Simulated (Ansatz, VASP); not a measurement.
## AlRu: VASP beside Ansatz

```xyz
2
Lattice="0.0000 2.3429 2.3429 2.3429 0.0000 2.3429 2.3429 2.3429 0.0000" Properties=species:S:1:pos:R:3 pbc="T T T"
Ru    0.0000    0.0000    0.0000
Al    2.3429    2.3429    2.3429
```

Change from the starting cell: volume scaled by 0.88, LAPW.

Alike in both runs: task single point; functional LDA; k mesh 14 × 14 × 14; occupations fermi-dirac, width 0.05 eV; no spin polarisation.

```csv
,VASP,Ansatz
version,VASP 6.6.1,Ansatz 0.2.0
potentials or method,"VASP PAW LDA potentials, release 64 (Ru_pv, Al), cutoff 520 eV","all-electron LAPW, scalar-relativistic"
```

```csv
,VASP,Ansatz,Ansatz less VASP
pressure (GPa),28.5,27.6,-0.94
```

LDA's correlation is that of Perdew and Zunger in VASP and of Perdew and Wang (1992) in Ansatz. Ansatz ran all-electron here, and VASP with PAW potentials.
